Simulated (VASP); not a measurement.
# MgO (P6_3/mmc) in VASP: notebook

The runs below take MgO through single point, with PBEsol.

Everything below comes from runs of VASP 6.6.1. Logs are shortened: lines on timing, memory, paths and dates and some standing lists are left out, and cuts for length are marked.

### Step 1. The cell of the first run

It takes space group P6_3/mmc (No. 194, hexagonal). Conventional cell: a = 3.443 Å, b = 3.443 Å, c = 4.666 Å, α = 90.00°, β = 90.00°, γ = 120.00°. Within 2.6 Å of Mg (site symmetry -6m2) lie 5 O at 1.99 to 2.33 Å. Within 2.6 Å of O (site symmetry -6m2) lie 5 Mg at 1.99 to 2.33 Å.

### Step 2. Single point, PBEsol (volume 11.979 Å^3 an atom, c/a of the conventional cell 1.3551)

INCAR

```
SYSTEM = MgO
ALGO     = Normal         ! electronic algorithm
EDIFF    = 1E-6           ! SCF threshold, eV
ENCUT    = 520            ! plane-wave cutoff, eV
GGA      = PS             ! functional
ISIF     = 2              ! what is computed and relaxed
ISMEAR   = 0              ! smearing method
LASPH    = .True.         ! aspherical terms in the spheres
LCHARG   = .False.        ! write CHGCAR
LREAL    = .False.        ! projectors in reciprocal space
LWAVE    = .False.        ! write WAVECAR
NBANDS   = 16             ! bands
NELM     = 80             ! most SCF steps
PREC     = Accurate       ! precision mode
SIGMA    = 0.05           ! smearing width, eV
```

KPOINTS

```
k-points
0
Gamma
  9 9 6
  0 0 0
```

POSCAR

```
MgO
1.0
    3.4434426935      0.0000000000      0.0000000000
   -1.7217213468      2.9821088490      0.0000000000
    0.0000000000      0.0000000000      4.6662091939
Mg O
2 2
Direct
    0.6666666667      0.3333333333      0.7500000000
    0.3333333333      0.6666666667      0.2500000000
    0.6666666667      0.3333333333      0.2500000000
    0.3333333333      0.6666666667      0.7500000000
```

Potentials or basis: VASP PAW PBE potentials, release 64 (Mg, O).

The run is started by

```
$ cat potpaw_PBE.64/Mg/POTCAR potpaw_PBE.64/O/POTCAR > POTCAR
$ mpirun -np 1 vasp_std > vasp.out
```

OUTCAR:

```text
SYSTEM = MgO
   EDIFF = 1E-6
   ENCUT = 520
   GGA = PS
   ISIF = 2
   ISMEAR = 0
   LASPH = .True.
   LREAL = .False.
   NELM = 80
   PREC = Accurate

 ion  position               nearest neighbor table
   1  0.667  0.333  0.750-   4 1.99   4 1.99   4 1.99   3 2.33   3 2.33   2 3.07   2 3.07   2 3.07
                             2 3.07   2 3.07   2 3.07
   2  0.333  0.667  0.250-   3 1.99   3 1.99   3 1.99   4 2.33   4 2.33   1 3.07   1 3.07   1 3.07
                             1 3.07   1 3.07   1 3.07
   3  0.667  0.333  0.250-   2 1.99   2 1.99   2 1.99   1 2.33   1 2.33
   4  0.333  0.667  0.750-   1 1.99   1 1.99   1 1.99   2 2.33   2 2.33

  LATTYP: Found a hexagonal cell.
 ALAT       =     3.4434426935
 C/A-ratio  =     1.3551000000

  Lattice vectors:

 A1 = (   3.4434426935,   0.0000000000,   0.0000000000)
 A2 = (  -1.7217213468,   2.9821088490,   0.0000000000)
 A3 = (   0.0000000000,   0.0000000000,   4.6662091939)

Analysis of symmetry for initial positions (statically):
=====================================================================
 Subroutine PRICEL returns:
 Original cell was already a primitive cell.

 Routine SETGRP: Setting up the symmetry group for a
 hexagonal supercell.

 Subroutine GETGRP returns: Found 24 space group operations
 (whereof 12 operations were pure point group operations)
 out of a pool of 24 trial point group operations.

The static configuration has the point symmetry D_3d.
 The point group associated with its full space group is D_6h.

Analysis of symmetry for dynamics (positions and initial velocities):
=====================================================================
 Subroutine PRICEL returns:
 Original cell was already a primitive cell.

 Routine SETGRP: Setting up the symmetry group for a
 hexagonal supercell.

 Subroutine GETGRP returns: Found 24 space group operations
 (whereof 12 operations were pure point group operations)
 out of a pool of 24 trial point group operations.

The dynamic configuration has the point symmetry D_3d.
 The point group associated with its full space group is D_6h.

 Subroutine INISYM returns: Found 24 space group operations
 (whereof 12 operations are pure point group operations),
 and found     1 'primitive' translations

----------------------------------------------------------------------------------------

                                     Primitive cell

  volume of cell :      47.9160

  direct lattice vectors                    reciprocal lattice vectors
     3.443442694  0.000000000  0.000000000     0.290407040  0.167666583  0.000000000
    -1.721721347  2.982108849  0.000000000     0.000000000  0.335333165  0.000000000
     0.000000000  0.000000000  4.666209194     0.000000000  0.000000000  0.214306723

  length of vectors
     3.443442694  3.443442693  4.666209194     0.335333165  0.335333165  0.214306723

  position of ions in fractional coordinates (direct lattice)
     0.666666667  0.333333333  0.750000000
     0.333333333  0.666666667  0.250000000
     0.666666667  0.333333333  0.250000000
     0.333333333  0.666666667  0.750000000

  ion indices of the primitive-cell ions
   primitive index   ion index
                 1           1
                 2           2
                 3           3
                 4           4

----------------------------------------------------------------------------------------

 KPOINTS: k-points

Automatic generation of k-mesh.
 Grid dimensions read from file:
 generate k-points for:    9    9    6

 Generating k-lattice:

  Cartesian coordinates                     Fractional coordinates (reciprocal lattice)
     0.032267449  0.018629620  0.000000000     0.111111111 -0.000000000  0.000000000
     0.000000000  0.037259241  0.000000000     0.000000000  0.111111111  0.000000000
     0.000000000  0.000000000  0.035717787     0.000000000  0.000000000  0.166666667

  Length of vectors
     0.037259241  0.037259241  0.035717787

  Shift w.r.t. Gamma in fractional coordinates (k-lattice)
     0.000000000  0.000000000  0.000000000

[... 47 lines left out ...]

 E-fermi :   1.7326     XC(G=0):  -9.9458

 val. band max:        1.4827414333   @ k =   0.0000   0.0000   0.0000
 cond. band min:       4.2235606585   @ k =   0.0000   0.0000   0.0000
 fundamental gap:      2.7408192251
 Fermi energy:         1.7325792004

 k-point     1 :       0.0000    0.0000    0.0000
  band No.  band energies     occupation
      1     -15.1377      2.00000
      2     -14.1294      2.00000
      3      -2.1854      2.00000
      4      -0.0792      2.00000
      5      -0.0792      2.00000
      6       0.5108      2.00000
[... 8 lines left out ...]
     15      16.4419      0.00000
     16      16.4419      0.00000

 k-point     2 :       0.1111    0.0000    0.0000
  band No.  band energies     occupation
      1     -15.0803      2.00000
      2     -14.1230      2.00000
      3      -2.0788      2.00000
      4      -0.3130      2.00000
      5      -0.1602      2.00000
      6       0.1785      2.00000
[... 8 lines left out ...]
     15      15.9906      0.00000
     16      16.1767      0.00000

 k-point     3 :       0.2222    0.0000    0.0000
  band No.  band energies     occupation
      1     -14.9240      2.00000
      2     -14.1151      2.00000
      3      -1.7734      2.00000
      4      -0.9712      2.00000
      5      -0.3313      2.00000
      6      -0.2991      2.00000
[... 8 lines left out ...]
     15      14.8332      0.00000
     16      15.1612      0.00000

 k-point     4 :       0.3333   -0.0000    0.0000
  band No.  band energies     occupation
      1     -14.7163      2.00000
      2     -14.1312      2.00000
      3      -1.6443      2.00000
      4      -1.3212      2.00000
      5      -0.6608      2.00000
      6      -0.4938      2.00000
[... 8 lines left out ...]
     15      14.4107      0.00000
     16      15.3864      0.00000
[... 324 lines left out ...]
 k-point    22 :       0.2222    0.2222    0.1667
  band No.  band energies     occupation
      1     -14.5757      2.00000
      2     -14.1791      2.00000
      3      -1.6854      2.00000
      4      -1.5725      2.00000
      5      -0.5844      2.00000
      6      -0.4030      2.00000
[... 8 lines left out ...]
     15      13.9356      0.00000
     16      16.4923      0.00000

 k-point    23 :       0.3333    0.2222    0.1667
  band No.  band energies     occupation
      1     -14.4251      2.00000
      2     -14.2286      2.00000
      3      -1.9137      2.00000
      4      -1.3413      2.00000
      5      -0.9764      2.00000
      6      -0.1271      2.00000
[... 8 lines left out ...]
     15      13.9828      0.00000
     16      16.4791      0.00000

 k-point    24 :       0.3333    0.3333    0.1667
  band No.  band energies     occupation
      1     -14.3094      2.00000
      2     -14.3094      2.00000
      3      -1.8238      2.00000
      4      -1.2481      2.00000
      5      -1.2481      2.00000
      6      -0.1056      2.00000
[... 8 lines left out ...]
     15      14.1013      0.00000
     16      17.3773      0.00000

 [... further k-points ...]
[... 5 lines left out ...]
  --------------------------------------------------------------------------------------
  -------------------------------------------------------------------------------------
  Total       -0.8450892     -0.8450892     -4.1868125      0.0000000      0.0000000      0.0000000
  in kB      -28.2574247    -28.2574247   -139.9953270      0.0000000      0.0000000      0.0000000
  external PRESSURE =     -65.5033921 kB  Pullay stress =       0.0000000 kB

 VOLUME and BASIS-vectors are now :
 -----------------------------------------------------------------------------
  energy-cutoff  :      520.00
  volume of cell :       47.92
      direct lattice vectors                 reciprocal lattice vectors
     3.443442694  0.000000000  0.000000000     0.290407040  0.167666583  0.000000000
    -1.721721347  2.982108849  0.000000000     0.000000000  0.335333165  0.000000000
     0.000000000  0.000000000  4.666209194     0.000000000  0.000000000  0.214306723

 POSITION                                       TOTAL-FORCE (eV/Angst)
 -----------------------------------------------------------------------------------
      1.72172      0.99404      3.49966         0.000000     -0.000000      0.000000
     -0.00000      1.98807      1.16655        -0.000000      0.000000      0.000000
      1.72172      0.99404      1.16655        -0.000000     -0.000000      0.000000
     -0.00000      1.98807      3.49966         0.000000     -0.000000      0.000000
 -----------------------------------------------------------------------------------
    total drift:                               -0.000000      0.000000     -0.000000

  FREE ENERGIE OF THE ION-ELECTRON SYSTEM (eV)
  ---------------------------------------------------
  free  energy   TOTEN  =       -24.5014966463 eV

  energy  without entropy=      -24.5014966463  energy(sigma->0) =      -24.50149665
```

It took 30 s on 1 thread of Intel Xeon Platinum 8259CL at 2.50GHz (Skylake/Cascade Lake), shared host; peak memory 0.18 GiB.

Results:

* Free energy: -24.5015 eV
* Pressure: -6.6 GPa
* Band gap on the k mesh: 2.74 eV, direct

Stress tensor (GPa, compression positive):
```
 -2.83   0.00   0.00
  0.00  -2.83   0.00
  0.00   0.00 -14.00
```

Caveat: the PAW data sets were made with another functional, which shifts forces and pressure a little.

### Step 3. Single point, PBEsol (volume 11.979 Å^3 an atom, c/a of the conventional cell 1.0632)

INCAR

```
SYSTEM = MgO
PREC = Accurate
ENCUT = 520
EDIFF = 1E-6
ISMEAR = 0
SIGMA = 0.05
LREAL = .FALSE.
LASPH = .TRUE.
NELM = 80
ALGO = Normal
ISIF = 2
LWAVE = .FALSE.
LCHARG = .TRUE.
GGA = PS
LELF = .TRUE.
LVHAR = .TRUE.
NBANDS = 16
```

KPOINTS

```
Automatic mesh
0
G
  9 9 6
  0 0 0
```

POSCAR

```
MgO
1.0
    3.7334612853      0.0000000000      0.0000000000
   -1.8667306427      3.2332723171      0.0000000000
    0.0000000000      0.0000000000      3.9694160385
Mg O
2 2
Direct
    0.6666666667      0.3333333333      0.7500000000
    0.3333333333      0.6666666667      0.2500000000
    0.6666666667      0.3333333333      0.2500000000
    0.3333333333      0.6666666667      0.7500000000
```

Potentials or basis: VASP PAW PBE potentials, release 64 (Mg, O).

The run is started by

```
$ cat potpaw_PBE.64/Mg/POTCAR potpaw_PBE.64/O/POTCAR > POTCAR
$ mpirun -np 1 vasp_std > vasp.out
```

Run time: 35 s. Hardware: 1 thread of Intel Xeon Platinum 8259CL at 2.50GHz (Skylake/Cascade Lake), shared host; peak memory 0.18 GiB.

The run converged. Its results:

| Property | Result |
| --- | --- |
| Free energy | -24.4700 eV |
| Pressure | -4.9 GPa |
| Band gap on the k mesh | 3.11 eV, direct |

Stress tensor (GPa, compression positive):
```
-10.83   0.00   0.00
  0.00 -10.83   0.00
  0.00   0.00   6.89
```

Levels at points of the mesh, in eV from the valence-band top:
| k point | band 6 | band 7 | band 8 | band 9 | band 10 | band 11 |
| --- | --- | --- | --- | --- | --- | --- |
| (0.00, 0.00, 0.00) | -0.36 | -0.36 | 0.00 | 3.11 | 9.51 | 11.42 |
| (0.00, 0.00, 0.50) | -0.98 | -0.98 | -0.98 | 6.25 | 6.25 | 11.76 |

Caveat: the PAW data sets were made with another functional, which shifts forces and pressure a little.

### Step 4. Single point, PBEsol (volume 12.423 Å^3 an atom, c/a of the conventional cell 1.2753)

INCAR

```
ALGO = Normal
EDIFF = 1E-6
ENCUT = 520
GGA = PS
ISIF = 2
ISMEAR = 0
LASPH = True
LCHARG = False
LREAL = False
LWAVE = False
NBANDS = 16
NELM = 60
PREC = Accurate
SIGMA = 0.05
```

KPOINTS

```
k-points
0
Gamma
  9 9 6
```

POSCAR

```
MgO
1.0
    3.5567048602      0.0000000000      0.0000000000
   -1.7783524301      3.0801967627      0.0000000000
    0.0000000000      0.0000000000      4.5358657083
Mg O
2 2
Direct
    0.6666666667      0.3333333333      0.7500000000
    0.3333333333      0.6666666667      0.2500000000
    0.6666666667      0.3333333333      0.2500000000
    0.3333333333      0.6666666667      0.7500000000
```

The run is started by

```
$ cat potpaw_PBE.64/Mg/POTCAR potpaw_PBE.64/O/POTCAR > POTCAR
$ mpirun -np 1 vasp_std > vasp.out
```

Run time: 39 s. Hardware: 1 thread of Intel Xeon Platinum 8259CL at 2.50GHz (Skylake/Cascade Lake), shared host; peak memory 0.19 GiB.

Results (log left out):

```
Free energy            : -24.4966 eV
Pressure               : -11.7 GPa
Band gap on the k mesh : 2.62 eV, direct
```

Stress tensor (GPa, compression positive):
```
-10.07   0.00   0.00
  0.00 -10.07   0.00
  0.00   0.00 -15.10
```

Levels at points of the mesh, in eV from the valence-band top:
```
           k point  band 4  band 5  band 6  band 7  band 8  band 9  band 10  band 11  band 12  band 13
(0.00, 0.00, 0.00)   -1.53   -1.53   -0.82   -0.82    0.00    2.62     8.17    10.54    11.93    11.93
(0.00, 0.00, 0.50)   -2.27   -1.19   -1.19   -1.19   -1.19    5.55     5.55    12.29    12.29    12.29
```

Caveat: the PAW data sets were made with another functional, which shifts forces and pressure a little.

### Step 5. Single point, PBEsol (volume 12.423 Å^3 an atom, c/a of the conventional cell 1.1296)

INCAR

```
SYSTEM = MgO
PREC = Accurate
ENCUT = 520
EDIFF = 1E-7
ISMEAR = 0
SIGMA = 0.05
LREAL = .FALSE.
LASPH = .TRUE.
NELM = 80
ALGO = Normal
ISIF = 2
LWAVE = .FALSE.
LCHARG = .FALSE.
GGA = PS
NBANDS = 16
```

KPOINTS

```
regular mesh
0
G
  9 9 6
  0 0 0
```

POSCAR

```
MgO
1.0
    3.7034832694      0.0000000000      0.0000000000
   -1.8517416347      3.2073105937      0.0000000000
    0.0000000000      0.0000000000      4.1834547011
Mg O
2 2
Direct
    0.6666666667      0.3333333333      0.7500000000
    0.3333333333      0.6666666667      0.2500000000
    0.6666666667      0.3333333333      0.2500000000
    0.3333333333      0.6666666667      0.7500000000
```

The run is started by

```
$ cat potpaw_PBE.64/Mg/POTCAR potpaw_PBE.64/O/POTCAR > POTCAR
$ mpirun -np 1 vasp_std > vasp.out
```

Wall time 32 s (1 thread of Intel Xeon Platinum 8259CL at 2.50GHz (Skylake/Cascade Lake), shared host); peak memory 0.18 GiB.

The run converged. Its results:

* Free energy: -24.5104 eV
* Pressure: -11.2 GPa
* Band gap on the k mesh: 2.84 eV, direct

Stress tensor (GPa, compression positive):
```
-12.90   0.00   0.00
  0.00 -12.90   0.00
  0.00   0.00  -7.86
```

Levels at points of the mesh, in eV from the valence-band top:
```csv
k point,band 4,band 5,band 6,band 7,band 8,band 9,band 10,band 11,band 12,band 13
"(0.00, 0.00, 0.00)",-1.50,-1.50,-0.49,-0.49,0.00,2.84,8.77,11.39,11.39,11.80
"(0.00, 0.00, 0.50)",-2.20,-1.01,-1.01,-1.01,-1.01,5.89,5.89,11.73,11.73,11.73
```

Caveat: the PAW data sets were made with another functional, which shifts forces and pressure a little.

### Step 6. Single point, PBEsol (volume 12.423 Å^3 an atom, c/a of the conventional cell 1.4399)

INCAR

```
SYSTEM = MgO
PREC     = Accurate       ! precision mode
ENCUT    = 520            ! plane-wave cutoff, eV
EDIFF    = 1E-6           ! SCF threshold, eV
ISMEAR   = 0              ! smearing method
SIGMA    = 0.05           ! smearing width, eV
LREAL    = .FALSE.        ! projectors in reciprocal space
LASPH    = .TRUE.         ! aspherical terms in the spheres
NELM     = 80             ! most SCF steps
ALGO     = Normal         ! electronic algorithm
ISIF     = 2              ! what is computed and relaxed
LWAVE    = .FALSE.        ! write WAVECAR
LCHARG   = .TRUE.         ! write CHGCAR
GGA      = PS             ! functional
LELF     = .TRUE.         ! ELF
LVHAR    = .TRUE.       
NBANDS   = 16             ! bands
```

KPOINTS

```
Automatic mesh
0
G
  9 9 6
  0 0 0
```

POSCAR

```
MgO
1.0
    3.4156589819      0.0000000000      0.0000000000
   -1.7078294910      2.9580474490      0.0000000000
    0.0000000000      0.0000000000      4.9182073680
Mg O
2 2
Direct
    0.6666666667      0.3333333333      0.7500000000
    0.3333333333      0.6666666667      0.2500000000
    0.6666666667      0.3333333333      0.2500000000
    0.3333333333      0.6666666667      0.7500000000
```

Potentials or basis: VASP PAW PBE potentials, release 64 (Mg, O).

The run is started by

```
$ cat potpaw_PBE.64/Mg/POTCAR potpaw_PBE.64/O/POTCAR > POTCAR
$ mpirun -np 1 vasp_std > vasp.out
```

Run time: 38 s. Hardware: 1 thread of Intel Xeon Platinum 8259CL at 2.50GHz (Skylake/Cascade Lake), shared host; peak memory 0.19 GiB.

The run converged. Its results:

```yaml
Free_energy: -24.2820 eV
Pressure: -7.0 GPa
Band_gap_on_the_k_mesh: 2.54 eV, direct
```

Stress tensor (GPa, compression positive):
```
 -2.94   0.00   0.00
  0.00  -2.94   0.00
  0.00   0.00 -15.04
```

Levels at points of the mesh, in eV from the valence-band top:
```
           k point  band 4  band 5  band 6  band 7  band 8  band 9  band 10  band 11  band 12  band 13
(0.00, 0.00, 0.00)   -1.45   -1.45   -1.00   -1.00    0.00    2.54     8.01     9.58    12.84    12.84
(0.00, 0.00, 0.50)   -2.29   -1.23   -1.23   -1.23   -1.23    5.35     5.35    12.34    12.34    13.21
```

Caveat: the PAW data sets were made with another functional, which shifts forces and pressure a little.

### Step 7. The runs side by side

```csv
cell,gap on the mesh (eV),pressure (GPa)
"a = 3.443, b = 3.443, c = 4.666 Å, angles 90.0, 90.0, 120.0°, 4 atoms",2.74,-6.6
"a = 3.733, b = 3.733, c = 3.969 Å, angles 90.0, 90.0, 120.0°, 4 atoms",3.11,-4.9
"a = 3.557, b = 3.557, c = 4.536 Å, angles 90.0, 90.0, 120.0°, 4 atoms",2.62,-11.7
"a = 3.703, b = 3.703, c = 4.183 Å, angles 90.0, 90.0, 120.0°, 4 atoms",2.84,-11.2
"a = 3.416, b = 3.416, c = 4.918 Å, angles 90.0, 90.0, 120.0°, 4 atoms",2.54,-7.0
```

Alike in all rows: task single point; level PBEsol; potentials or basis VASP PAW PBE potentials, release 64 (Mg, O); no spin polarisation; k mesh 9 × 9 × 6; cutoff (eV) 520; smearing gaussian 0.05 eV.

Caveats: the PAW data sets were made with another functional, which shifts forces and pressure a little.

Total energies depend on the potentials used, so only differences within one code and one set of settings carry meaning.
